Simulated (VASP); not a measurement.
Set up this calculation in VASP 6.6.1, as the native input.

* Task: density of states
* Functional: PBE
* Potentials or basis: VASP PAW PBE potentials, release 64 (Cd, S)
* Cutoff: 400 eV
* k mesh: 14 × 14 × 14
* Occupations: fermi-dirac, width 0.05 eV
* Spin: no spin polarisation
* Dipole correction: no
* k mesh for the DOS: 21 × 21 × 21
* Occupations for the DOS: tetrahedron
* Further INCAR settings: ALGO = Normal; EDIFF = 1e-06

The system is CdS (CsCl type).

```xyz
2
Lattice="3.0565 0.0000 0.0000 0.0000 3.0565 0.0000 0.0000 0.0000 3.0565" Properties=species:S:1:pos:R:3 pbc="T T T"
Cd    0.0000    0.0000    0.0000
S     1.5282    1.5282    1.5282
```

This cell differs from its parent crystal: volume scaled by 0.72.

One way to write it, as run:

POSCAR

```
CdS
1.0
    3.0564951348      0.0000000000      0.0000000000
    0.0000000000      3.0564951348      0.0000000000
    0.0000000000      0.0000000000      3.0564951348
Cd S
1 1
Direct
    0.0000000000      0.0000000000      0.0000000000
    0.5000000000      0.5000000000      0.5000000000
```

INCAR.step1

```
PREC = Accurate
ENCUT = 400
EDIFF = 1E-6
ISMEAR = -1
SIGMA = 0.05
LREAL = F
LASPH = T
NELM = 120
ALGO = Normal
ISIF = 2
LWAVE = F
LCHARG = T
GGA = PE
NBANDS = 16
GGA_COMPAT = F
NEDOS = 2001
LORBIT = 11
```

KPOINTS.step1

```
regular mesh
0
Gamma
  14 14 14
```

INCAR.step2

```
PREC = Accurate
ENCUT = 400
EDIFF = 1E-6
ISMEAR = -5
SIGMA = 0.05
LREAL = F
LASPH = T
NELM = 120
ALGO = Normal
ISIF = 2
LWAVE = F
LCHARG = F
GGA = PE
LORBIT = 10
NEDOS = 2001
ICHARG = 11
GGA_COMPAT = F
```

KPOINTS.step2

```
regular mesh
0
Gamma
  21 21 21
```

Potentials or basis: VASP PAW PBE potentials, release 64 (Cd, S).

Launch:

```bash
$ cat potpaw_PBE.64/Cd/POTCAR potpaw_PBE.64/S/POTCAR > POTCAR
$ cp INCAR.step1 INCAR
$ cp KPOINTS.step1 KPOINTS
$ mpirun -np 1 vasp_std > vasp.out
$ cp INCAR.step2 INCAR
$ cp KPOINTS.step2 KPOINTS
$ mpirun -np 1 vasp_std > vasp.out
```

It gave:

```json
{
 "Valence electrons inside the program's atomic spheres": "Cd 10.41; S 3.82"
}
```

Wall time 33 s on 1 thread of Intel(R) Xeon(R) Platinum 8559C (Emerald Rapids), on a shared host, peak memory 0.19 GiB.
